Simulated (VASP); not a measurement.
# Mg (I4/mmm) in VASP: relaxation of cell and atoms with PBEsol

Aim: the relaxation of cell and atoms of Mg with PBEsol.

Program: VASP 6.6.1. These are calculated values, not measurements. Logs are shortened: lines on timing, memory, paths and dates and some standing lists are left out, and cuts for length are marked.

## (1) The cell of the first run

It takes space group I4/mmm (No. 139, tetragonal). Conventional cell: a = 3.437 Å, b = 3.437 Å, c = 3.213 Å, α = 90.00°, β = 90.00°, γ = 90.00°. Within 3.8 Å of Mg (site symmetry 4/mmm) lie 14 Mg at 2.91 to 3.44 Å.

## (2) Relaxation of cell and atoms, PBEsol, target pressure 12 GPa, at which the enthalpy is minimised

INCAR reads:

```
ALGO = Normal
EDIFF = 1E-7
EDIFFG = -0.008
ENCUT = 600
GGA = PS
IBRION = 2
ISIF = 3
ISMEAR = 0
LASPH = True
LCHARG = False
LREAL = False
LWAVE = False
NELM = 60
NSW = 70
PREC = Accurate
PSTRESS = 120.0
SIGMA = 0.1
```

KPOINTS reads:

```
k-points
0
Gamma
  18 18 18
```

POSCAR reads:

```
Mg
1.0
   -1.7185146859      1.7185146859      1.6066762142
    1.7185146859     -1.7185146859      1.6066762142
    1.7185146859      1.7185146859     -1.6066762142
Mg
1
Direct
    0.0000000000      0.0000000000      0.0000000000
```

Potentials or basis: VASP PAW PBE potentials, release 64 (Mg).

Launch:

```
> cat potpaw_PBE.64/Mg/POTCAR > POTCAR
> mpirun -np 1 vasp_std > vasp.out
```

OUTCAR:

```text
EDIFF = 1E-7
   EDIFFG = -0.008
   ENCUT = 600
   GGA = PS
   IBRION = 2
   ISIF = 3
   ISMEAR = 0
   LASPH = True
   LREAL = False
   NELM = 60
   NSW = 70
   PREC = Accurate
   PSTRESS = 120.0

 ion  position               nearest neighbor table
   1  0.000  0.000  0.000-

  LATTYP: Found a body centered tetragonal cell.
 ALAT       =     3.4370293718
 C/A-ratio  =     0.9349214338

  Lattice vectors:

 A1 = (  -1.7185146859,   1.7185146859,   1.6066762142)
 A2 = (   1.7185146859,  -1.7185146859,   1.6066762142)
 A3 = (   1.7185146859,   1.7185146859,  -1.6066762142)

Analysis of symmetry for initial positions (statically):
=====================================================================
 Subroutine PRICEL returns:
 Original cell was already a primitive cell.

 Routine SETGRP: Setting up the symmetry group for a
 body centered tetragonal supercell.

 Subroutine GETGRP returns: Found 16 space group operations
 (whereof 16 operations were pure point group operations)
 out of a pool of 16 trial point group operations.

The static configuration has the point symmetry D_4h.

Analysis of symmetry for dynamics (positions and initial velocities):
=====================================================================
 Subroutine PRICEL returns:
 Original cell was already a primitive cell.

 Routine SETGRP: Setting up the symmetry group for a
 body centered tetragonal supercell.

 Subroutine GETGRP returns: Found 16 space group operations
 (whereof 16 operations were pure point group operations)
 out of a pool of 16 trial point group operations.

The dynamic configuration has the point symmetry D_4h.

 Subroutine INISYM returns: Found 16 space group operations
 (whereof 16 operations are pure point group operations),
 and found     1 'primitive' translations

----------------------------------------------------------------------------------------

                                     Primitive cell

  volume of cell :      18.9799

  direct lattice vectors                    reciprocal lattice vectors
    -1.718514686  1.718514686  1.606676214     0.000000000  0.290948925  0.311201470
     1.718514686 -1.718514686  1.606676214     0.290948925  0.000000000  0.311201470
[... 100 lines left out ...]
   IALGO  =     38    algorithm
   IMIX   =      4    mixing-type and parameters
     AMIX     =   0.40;   BMIX     =  1.00
     AMIX_MAG =   1.60;   BMIX_MAG =  1.00
  volume/ion in A,a.u.               =      18.98       128.08
  Fermi-wavevector in a.u.,A,eV,Ry     =   0.773250  1.461230  8.135133  0.597915
  Thomas-Fermi vector in A             =   1.875054
   LORBIT       =      0    0 simple, 1 ext, 2 COOP (PROOUT), +10 PAW based schemes
   GGA     = PS    functional components
   LHFCALC =     F    Hartree Fock is set to
   AEXX    =    0.0000 exact exchange contribution
   IVDW    =     0    specifies the selected vdW correction
   LEPSILON=     F    determine dielectric tensor
   LRPA    =     F    only Hartree local field effects (RPA)
 conjugate gradient relaxation of ions
 non-spin polarized calculation
 Gauss-broadening in eV      SIGMA  =   0.10
  energy-cutoff  :      600.00
  volume of cell :       18.98
 maximum number of plane-waves:       648
   NGX = 11   NGY = 11   NGZ = 11

--------------------------------------- Ionic step        1  -------------------------------------------

 number of electron       2.0000000 magnetization

 Free energy of the ion-electron system (eV)
  ---------------------------------------------------
  ext. energy  EPLUGINS =         0.00000000
  ---------------------------------------------------
  free energy    TOTEN  =        -1.61266458 eV

  energy without entropy =       -1.61067966  energy(sigma->0) =       -1.61167212

------------------------ aborting loop because EDIFF is reached ----------------------------------------

  FORCE on cell =-STRESS in cart. coord.  units (eV):
  Direction    XX          YY          ZZ          XY          YZ          ZX
  --------------------------------------------------------------------------------------
  -------------------------------------------------------------------------------------
  Total        0.9950213      0.9950213      1.1142797      0.0000000      0.0000000      0.0000000
  in kB       83.9939669     83.9939669     94.0610751      0.0000000      0.0000000      0.0000000
  external PRESSURE =     -32.6503304 kB  Pullay stress =     120.0000000 kB
[... 94 lines left out ...]
  energy  without entropy=       -1.5572050618  energy(sigma->0) =       -1.55813047

  enthalpy is  TOTEN    =        -0.2000802829 eV   P V=        1.3589756038

[... ionic steps 4 to 9 ...]

--------------------------------------- Ionic step       10  -------------------------------------------

 number of electron       2.0000000 magnetization

------------------------ aborting loop because EDIFF is reached ----------------------------------------
[... 69 lines left out ...]
--------------------------------------- Ionic step       12  -------------------------------------------

 number of electron       2.0000000 magnetization

 Free energy of the ion-electron system (eV)
  ---------------------------------------------------
  ext. energy  EPLUGINS =         0.00000000
  ---------------------------------------------------
  free energy    TOTEN  =        -1.56161997 eV

  energy without entropy =       -1.55985895  energy(sigma->0) =       -1.56073946

 E-fermi :   3.9614     XC(G=0):  -9.3066

 val. band max:        3.9540289679   @ k =  -0.3889   0.5000   0.2778
 cond. band min:       3.9733310615   @ k =  -0.4444   0.5000   0.2778
 fundamental gap:      0.0193020936
 Fermi energy:         3.9614237236

 k-point     1 :       0.0000    0.0000    0.0000
  band No.  band energies     occupation
      1      -4.0650      2.00000
      2      18.1984      0.00000
      3      18.8340      0.00000
      4      18.8340      0.00000
      5      20.5573      0.00000
[... 177 lines left out ...]
 k-point    24 :      -0.2222    0.0556    0.0000
  band No.  band energies     occupation
      1      -2.9653      2.00000
      2      12.6245      0.00000
      3      14.7022      0.00000
      4      16.8070      0.00000
      5      18.0479      0.00000

 [... further k-points ...]

------------------------ aborting loop because EDIFF is reached ----------------------------------------

  FORCE on cell =-STRESS in cart. coord.  units (eV):
  Direction    XX          YY          ZZ          XY          YZ          ZX
  --------------------------------------------------------------------------------------
  -------------------------------------------------------------------------------------
  Total        1.3601891      1.3601891      1.3601703      0.0000000     -0.0000000      0.0000000
  in kB      120.0166509    120.0166509    120.0149960      0.0000000     -0.0000000      0.0000000
  external PRESSURE =       0.0160992 kB  Pullay stress =     120.0000000 kB
[... 20 lines left out ...]
  energy  without entropy=       -1.5598589455  energy(sigma->0) =       -1.56073946

  enthalpy is  TOTEN    =        -0.2016195813 eV   P V=        1.3600003863

 reached required accuracy - stopping structural energy minimisation
```

OSZICAR:

```text
N       E                     dE             d eps       ncg     rms          rms(c)
DAV:   1    -0.507172197923E+00   -0.50717E+00   -0.92840E+02  5165   0.320E+02
DAV:   2    -0.161992412479E+01   -0.11128E+01   -0.10723E+01  6140   0.185E+01
DAV:   3    -0.162586705613E+01   -0.59429E-02   -0.59248E-02  6440   0.162E+00
DAV:   4    -0.162588075987E+01   -0.13704E-04   -0.13703E-04  6685   0.564E-02
[... 64 lines left out ...]
DAV:   4    -0.156482512374E+01   -0.28170E-07   -0.75737E-10  2680   0.184E-04
  11 F= -.20159440E+00 E0= -.20071349E+00  d E =0.151438E-04
       N       E                     dE             d eps       ncg     rms          rms(c)
DAV:   1    -0.156161996887E+01    0.32051E-02   -0.91719E-05  5510   0.585E-02    0.300E-03
DAV:   2    -0.156161996763E+01    0.12439E-08   -0.36615E-07  5845   0.531E-03
  12 F= -.20161958E+00 E0= -.20073907E+00  d E =-.100332E-04
```

It took 1.8 min on 1 thread of Intel Xeon 8259CL, shared host; peak memory 0.2 GiB.

Results:

```
Free energy                                                : -1.5616 eV
Relaxed volume                                             : 18.16 Å³/atom
Relaxed cell                                               : a = 2.868 Å, b = 2.868 Å, c = 2.868 Å, α = 108.75°, β = 108.75°, γ = 110.93°
Space group after relaxing (to 0.1 Å)                      : I4/mmm (No. 139)
Energy change on relaxing (the run minimises the enthalpy) : +51.0 meV/atom
Ionic steps                                                : 12
Pressure after relaxing                                    : 12.0 GPa
Band gap on the k mesh                                     : zero (bands 1 and 2 overlap by 4.90 eV)
```

The path:
| step | energy change (eV) | largest force (eV/Å) | pressure (GPa) | volume (Å³) |
| --- | --- | --- | --- | --- |
| 1 | 0.0000 | 0.0000 | 8.73 | 18.98 |
| 2 | 0.0697 | 0.0000 | 13.02 | 17.94 |
| 3 | 0.0536 | 0.0000 | 12.08 | 18.14 |
| 4 | 0.0532 | 0.0000 | 12.07 | 18.14 |
| 5 | 0.0528 | 0.0000 | 12.09 | 18.14 |
| 6 | 0.0547 | 0.0000 | 12.21 | 18.11 |
| 7 | 0.0541 | 0.0000 | 12.18 | 18.12 |
| 8 | 0.0531 | 0.0000 | 12.13 | 18.13 |
| 9 | 0.0530 | 0.0000 | 12.12 | 18.13 |
| 10 | 0.0531 | 0.0000 | 12.12 | 18.13 |
| 11 | 0.0478 | 0.0000 | 11.81 | 18.20 |
| 12 | 0.0510 | 0.0000 | 12.00 | 18.16 |

Final structure:
```
Mg
1.0
    -1.67078    1.67078    1.62618
     1.67078   -1.67078    1.62618
     1.67078    1.67078   -1.62618
Mg
1
Cartesian
  0.0000 0.0000 0.0000
```

Caveat: the cell is relaxed towards a set pressure, so the run minimises the enthalpy, not the energy; the PAW data sets were made with another functional, which shifts forces and pressure a little.
